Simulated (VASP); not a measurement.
# Zr2GaTeSe (P6mm) in VASP: single point with PBE

Aim: the single point of Zr2GaTeSe with PBE.

Everything below comes from runs of VASP 6.6.1. Logs are shortened: lines on timing, memory, paths and dates and some standing lists are left out, and cuts for length are marked.

## 1. The cell of the first run

Symmetry: P6mm, No. 183, hexagonal system. Conventional cell: a = 4.448 Å, b = 4.448 Å, c = 7.574 Å, α = 90.00°, β = 90.00°, γ = 120.00°. Within 3.4 Å of Zr (site symmetry 3m) lie 3 Zr at 2.57 Å and 3 Se at 2.78 Å and 3 Ga at 2.84 Å. Ga (site symmetry 6mm) has 1 Se at 2.28 Å and 6 Zr at 2.84 Å within 3.0 Å. Te (site symmetry 6mm) has 1 Se at 1.96 Å within 2.6 Å. Se (site symmetry 6mm) has 1 Te at 1.96 Å and 1 Ga at 2.28 Å within 2.6 Å.

The cell was built from a structure type or drawn by symmetry, and may not be a known phase.

## 2. Single point, PBE

Contents of INCAR:

```
SYSTEM = Zr2GaTeSe
ALGO     = Normal         ! electronic algorithm
EDIFF    = 1E-6           ! SCF threshold, eV
ENCUT    = 520            ! plane-wave cutoff, eV
GGA      = PE             ! functional
ISIF     = 2              ! what is computed and relaxed
ISMEAR   = 0              ! smearing method
LASPH    = .TRUE.         ! aspherical terms in the spheres
LCHARG   = .TRUE.         ! write CHGCAR
LELF     = .TRUE.         ! ELF
LREAL    = .FALSE.        ! projectors in reciprocal space
LVHAR    = .TRUE.       
LWAVE    = .FALSE.        ! write WAVECAR
NBANDS   = 32             ! bands
NELM     = 60             ! most SCF steps
PREC     = Accurate       ! precision mode
SIGMA    = 0.1            ! smearing width, eV
```

Contents of KPOINTS:

```
k-points
0
G
  6 6 2
  0 0 0
```

Contents of POSCAR:

```
Zr2GaTeSe
1.0
    4.4477414400      0.0000000000      0.0000000000
   -2.2238707200      3.8518570700      0.0000000000
    0.0000000000      0.0000000000      7.5744286200
Zr Ga Te Se
2 1 1 1
Direct
    0.3333333300      0.6666666700      0.2416135200
    0.6666666700      0.3333333300      0.2416135200
    0.0000000000      0.0000000000      0.4016642300
    0.0000000000      0.0000000000      0.8420200400
    0.0000000000      0.0000000000      0.1005895100
```

Potentials or basis: VASP PAW PBE potentials, release 64 (Zr_sv, Ga_d, Te, Se).

On the command line:

```console
$ cat potpaw_PBE.64/Zr_sv/POTCAR potpaw_PBE.64/Ga_d/POTCAR potpaw_PBE.64/Te/POTCAR potpaw_PBE.64/Se/POTCAR > POTCAR
$ mpirun -np 1 vasp_std > vasp.out
```

OUTCAR:

```text
SYSTEM = Zr2GaTeSe
   EDIFF = 1E-6
   ENCUT = 520
   GGA = PE
   ISIF = 2
   ISMEAR = 0
   LASPH = .TRUE.
   LREAL = .FALSE.
   NELM = 60
   PREC = Accurate

 ion  position               nearest neighbor table
   1  0.333  0.667  0.242-   2 2.57   2 2.57   2 2.57   5 2.78   5 2.78   5 2.78   3 2.84   3 2.84
                             3 2.84
   2  0.667  0.333  0.242-   1 2.57   1 2.57   1 2.57   5 2.78   5 2.78   5 2.78   3 2.84   3 2.84
                             3 2.84
   3  0.000  0.000  0.402-   5 2.28   2 2.84   1 2.84   1 2.84   2 2.84   2 2.84   1 2.84
   4  0.000  0.000  0.842-   5 1.96
   5  0.000  0.000  0.101-   4 1.96   3 2.28   1 2.78   2 2.78   1 2.78   2 2.78   2 2.78   1 2.78

  LATTYP: Found a hexagonal cell.
 ALAT       =     4.4477414400
 C/A-ratio  =     1.7029831257

  Lattice vectors:

 A1 = (   4.4477414400,   0.0000000000,   0.0000000000)
 A2 = (  -2.2238707200,   3.8518570700,   0.0000000000)
 A3 = (   0.0000000000,   0.0000000000,   7.5744286200)

Analysis of symmetry for initial positions (statically):
=====================================================================
 Subroutine PRICEL returns:
 Original cell was already a primitive cell.

 Routine SETGRP: Setting up the symmetry group for a
 hexagonal supercell.

 Subroutine GETGRP returns: Found 12 space group operations
 (whereof 12 operations were pure point group operations)
 out of a pool of 24 trial point group operations.

The static configuration has the point symmetry C_6v.

Analysis of symmetry for dynamics (positions and initial velocities):
=====================================================================
 Subroutine PRICEL returns:
 Original cell was already a primitive cell.

 Routine SETGRP: Setting up the symmetry group for a
 hexagonal supercell.

 Subroutine GETGRP returns: Found 12 space group operations
 (whereof 12 operations were pure point group operations)
 out of a pool of 24 trial point group operations.

The dynamic configuration has the point symmetry C_6v.

 Subroutine INISYM returns: Found 12 space group operations
 (whereof 12 operations are pure point group operations),
 and found     1 'primitive' translations

----------------------------------------------------------------------------------------

                                     Primitive cell

  volume of cell :     129.7656

  direct lattice vectors                    reciprocal lattice vectors
     4.447741440  0.000000000  0.000000000     0.224833213  0.129807516  0.000000000
    -2.223870720  3.851857070  0.000000000     0.000000000  0.259615033  0.000000000
     0.000000000  0.000000000  7.574428620     0.000000000  0.000000000  0.132023160

  length of vectors
     4.447741440  4.447741434  7.574428620     0.259615033  0.259615033  0.132023160

  position of ions in fractional coordinates (direct lattice)
     0.333333330  0.666666670  0.241613520
     0.666666670  0.333333330  0.241613520
     0.000000000  0.000000000  0.401664230
     0.000000000  0.000000000  0.842020040
     0.000000000  0.000000000  0.100589510

  ion indices of the primitive-cell ions
   primitive index   ion index
                 1           1
                 2           2
                 3           3
                 4           4
                 5           5

----------------------------------------------------------------------------------------

 KPOINTS: k-points

Automatic generation of k-mesh.
 Grid dimensions read from file:
 generate k-points for:    6    6    2

 Generating k-lattice:

  Cartesian coordinates                     Fractional coordinates (reciprocal lattice)
     0.037472202  0.021634586  0.000000000     0.166666667  0.000000000  0.000000000
     0.000000000  0.043269172  0.000000000     0.000000000  0.166666667  0.000000000
     0.000000000  0.000000000  0.066011580     0.000000000  0.000000000  0.500000000

  Length of vectors
     0.043269172  0.043269172  0.066011580

  Shift w.r.t. Gamma in fractional coordinates (k-lattice)
     0.000000000  0.000000000  0.000000000

 Subroutine IBZKPT returns following result:
 ===========================================

 Found     14 irreducible k-points:

 Following reciprocal coordinates:
            Coordinates               Weight
  0.000000  0.000000  0.000000      1.000000
  0.166667  0.000000  0.000000      6.000000
  0.333333  0.000000  0.000000      6.000000
  0.500000  0.000000  0.000000      3.000000
  0.166667  0.166667  0.000000      6.000000
  0.333333  0.166667  0.000000     12.000000
  0.333333  0.333333  0.000000      2.000000
  0.000000  0.000000  0.500000      1.000000
  0.166667  0.000000  0.500000      6.000000
  0.333333  0.000000  0.500000      6.000000
  0.500000  0.000000  0.500000      3.000000
  0.166667  0.166667  0.500000      6.000000
  0.333333  0.166667  0.500000     12.000000
  0.333333  0.333333  0.500000      2.000000
   k-points           NKPTS =     14   k-points in BZ     NKDIM =     14   number of bands    NBANDS=     32
   number of dos      NEDOS =    301   number of ions     NIONS =      5
   total plane-waves  NPLWV =  72576
   dimension x,y,z NGX =    36 NGY =   36 NGZ =   56
   dimension x,y,z NGXF=    72 NGYF=   72 NGZF=  112
   ions per type =               2   1   1   1
   NGX,Y,Z   is equivalent  to a cutoff of  13.46, 13.46, 12.29 a.u.
   NGXF,Y,Z  is equivalent  to a cutoff of  26.91, 26.91, 24.58 a.u.
 SYSTEM =  Zr2GaTeSe
   PREC   = accura    normal or accurate (medium, high low for compatibility)
   ISTART =      0    job   : 0-new  1-cont  2-samecut
   ICHARG =      2    charge: 1-file 2-atom 10-const
   ISPIN  =      1    spin polarized calculation?
   LNONCOLLINEAR =      F non collinear calculations
   LSORBIT =      F    spin-orbit coupling
   LASPH  =      T    aspherical Exc in radial PAW
   ENCUT  =  520.0 eV  38.22 Ry    6.18 a.u.   8.27  8.27 14.08*2*pi/ulx,y,z
   NELM   =     60;   NELMIN=  2; NELMDL= -5     # of ELM steps
   EDIFF  = 0.1E-05   stopping-criterion for ELM
   LREAL  =      F    real-space projection
   EDIFFG = 0.1E-04   stopping-criterion for IOM
   NSW    =      0    number of steps for IOM
   IBRION =     -1    ionic relax: 0-MD 1-quasi-New 2-CG
   NFREE  =      0    steps in history (QN), initial steepest desc. (CG)
   ISIF   =      2    stress and relaxation
   ISYM   =      2    0-nonsym 1-usesym 2-fastsym
   POTIM  = 0.5000    time-step for ionic-motion
   TEBEG  =    0.0;   TEEND  =   0.0 temperature during run
   PSTRESS=    0.0 pullay stress
   NELECT =      49.0000    total number of electrons
   NUPDOWN=      -1.0000    fix difference up-down
   EMIN   =  10.00;   EMAX   =-10.00  energy-range for DOS
   EFERMI =   0.00;   METHOD = LEGACY
   ISMEAR =     0;   SIGMA  =   0.10  broadening in eV -4-tet -1-fermi 0-gaus
   EFERMI_NEDOS =   21; number of points for ismear=-14 and -15
   IALGO  =     38    algorithm
   IMIX   =      4    mixing-type and parameters
     AMIX     =   0.40;   BMIX     =  1.00
     AMIX_MAG =   1.60;   BMIX_MAG =  1.00
  volume/ion in A,a.u.               =      25.95       175.14
  Fermi-wavevector in a.u.,A,eV,Ry     =   1.183279  2.236072 19.050172  1.400148
  Thomas-Fermi vector in A             =   2.319516
   LORBIT       =      0    0 simple, 1 ext, 2 COOP (PROOUT), +10 PAW based schemes
   GGA     = PE    functional components
   LHFCALC =     F    Hartree Fock is set to
   AEXX    =    0.0000 exact exchange contribution
   IVDW    =     0    specifies the selected vdW correction
   LEPSILON=     F    determine dielectric tensor
   LRPA    =     F    only Hartree local field effects (RPA)
 non-spin polarized calculation
 Gauss-broadening in eV      SIGMA  =   0.10
  energy-cutoff  :      520.00
  volume of cell :      129.77
 maximum number of plane-waves:      3508
 NGX is ok and might be reduce to    36
   NGX = 17   NGY = 17   NGZ = 29

 number of electron      49.0000013 magnetization

 Free energy of the ion-electron system (eV)
  ---------------------------------------------------
  ext. energy  EPLUGINS =         0.00000000
  ---------------------------------------------------
  free energy    TOTEN  =       -18.49186971 eV

  energy without entropy =      -18.46811213  energy(sigma->0) =      -18.47999092

 E-fermi :   6.2406     XC(G=0):  -9.4269

 val. band max:        6.1909587093   @ k =   0.3333   0.1667   0.0000
 cond. band min:       6.3027011543   @ k =   0.3333   0.1667   0.5000
 fundamental gap:      0.1117424450
 Fermi energy:         6.2405856826

 k-point     1 :       0.0000    0.0000    0.0000
  band No.  band energies     occupation
      1     -42.7776      2.00000
      2     -42.0117      2.00000
      3     -21.7114      2.00000
      4     -21.7114      2.00000
      5     -20.8631      2.00000
      6     -20.1769      2.00000
[... 24 lines left out ...]
     31       9.3162      0.00000
     32      11.4020      0.00000

 k-point     2 :       0.1667    0.0000    0.0000
  band No.  band energies     occupation
      1     -42.7348      2.00000
      2     -42.0597      2.00000
      3     -21.7706      2.00000
      4     -21.6313      2.00000
      5     -20.8220      2.00000
      6     -20.2178      2.00000
[... 24 lines left out ...]
     31       9.0306      0.00000
     32      10.7411      0.00000

 k-point     3 :       0.3333    0.0000    0.0000
  band No.  band energies     occupation
      1     -42.6232      2.00000
      2     -42.1817      2.00000
      3     -21.8773      2.00000
      4     -21.4581      2.00000
      5     -20.7160      2.00000
      6     -20.3231      2.00000
[... 24 lines left out ...]
     31       9.1107      0.00000
     32       9.7994      0.00000

 k-point     4 :       0.5000    0.0000    0.0000
  band No.  band energies     occupation
      1     -42.5323      2.00000
      2     -42.2778      2.00000
      3     -21.9260      2.00000
      4     -21.3619      2.00000
      5     -20.6308      2.00000
      6     -20.4077      2.00000
[... 304 lines left out ...]
     31       9.2771      0.00000
     32      10.2642      0.00000

 k-point    13 :       0.3333    0.1667    0.5000
  band No.  band energies     occupation
      1     -42.5323      2.00000
      2     -42.2777      2.00000
      3     -22.0009      2.00000
      4     -21.1993      2.00000
      5     -20.6321      2.00000
      6     -20.4065      2.00000
[... 24 lines left out ...]
     31       9.8633      0.00000
     32      10.6572      0.00000

 k-point    14 :       0.3333    0.3333    0.5000
  band No.  band energies     occupation
      1     -42.4063      2.00000
      2     -42.4063      2.00000
      3     -22.0815      2.00000
      4     -20.7560      2.00000
      5     -20.7560      2.00000
      6     -20.5187      2.00000
[... 24 lines left out ...]
     31      10.9473      0.00000
     32      10.9585      0.00000

------------------------ aborting loop because EDIFF is reached ----------------------------------------

  FORCE on cell =-STRESS in cart. coord.  units (eV):
  Direction    XX          YY          ZZ          XY          YZ          ZX
  --------------------------------------------------------------------------------------
  -------------------------------------------------------------------------------------
  Total       10.8295449     10.8295449     55.2671257      0.0000000      0.0000000      0.0000000
  in kB      133.7091771    133.7091766    682.3667987      0.0000000      0.0000000      0.0000000
  external PRESSURE =     316.5950508 kB  Pullay stress =       0.0000000 kB

 VOLUME and BASIS-vectors are now :
 -----------------------------------------------------------------------------
  energy-cutoff  :      520.00
  volume of cell :      129.77
      direct lattice vectors                 reciprocal lattice vectors
     4.447741440  0.000000000  0.000000000     0.224833213  0.129807516  0.000000000
    -2.223870720  3.851857070  0.000000000     0.000000000  0.259615033  0.000000000
     0.000000000  0.000000000  7.574428620     0.000000000  0.000000000  0.132023160

 POSITION                                       TOTAL-FORCE (eV/Angst)
 -----------------------------------------------------------------------------------
     -0.00000      2.56790      1.83008         0.000000     -0.000000      0.919014
      2.22387      1.28395      1.83008         0.000000      0.000000      0.919014
      0.00000      0.00000      3.04238        -0.000000      0.000000      4.481633
      0.00000      0.00000      6.37782        -0.000000      0.000000    -22.123400
      0.00000      0.00000      0.76191        -0.000000      0.000000     15.803738
 -----------------------------------------------------------------------------------
    total drift:                               -0.000000     -0.000000      0.000707

  FREE ENERGIE OF THE ION-ELECTRON SYSTEM (eV)
  ---------------------------------------------------
  free  energy   TOTEN  =       -18.4918697090 eV

  energy  without entropy=      -18.4681121295  energy(sigma->0) =      -18.47999092
```

It took 1.9 min on 1 thread of AMD EPYC 7R13, shared host; peak memory 0.26 GiB.

What came out:

```
Free energy            : -18.4919 eV
Pressure               : 31.7 GPa
Largest force          : 22.123 eV/Å
Band gap on the k mesh : zero (an odd number of electrons rules out a gap without spin polarisation)
```

Forces in eV/Å, atoms in the order of the input:
```
Zr    0.000   0.000   0.919
Zr    0.000   0.000   0.919
Ga    0.000   0.000   4.482
Te    0.000   0.000 -22.123
Se    0.000   0.000  15.804
```

Levels at points of the mesh, in eV from the Fermi level:
```
           k point  band 22  band 23  band 24  band 25  band 26  band 27
(0.00, 0.00, 0.00)    -1.19    -1.19    -0.97     0.15     0.15     0.29
(0.50, 0.00, 0.00)    -1.78    -1.55    -1.44     0.07     0.57     0.91
(0.00, 0.00, 0.50)    -1.20    -1.20    -0.71     0.50     0.50     1.10
(0.50, 0.00, 0.50)    -1.67    -1.23    -0.88     0.11     0.28     0.65
```

Caveat: the k points lie up to 0.41 Å⁻¹ apart, too coarse for converged energies and pressures of a metal; spin-orbit coupling is left out, which moves the levels of the heavy elements; forces of over 1 eV/Å act on the atoms, so gaps and moduli don't describe the material at rest.
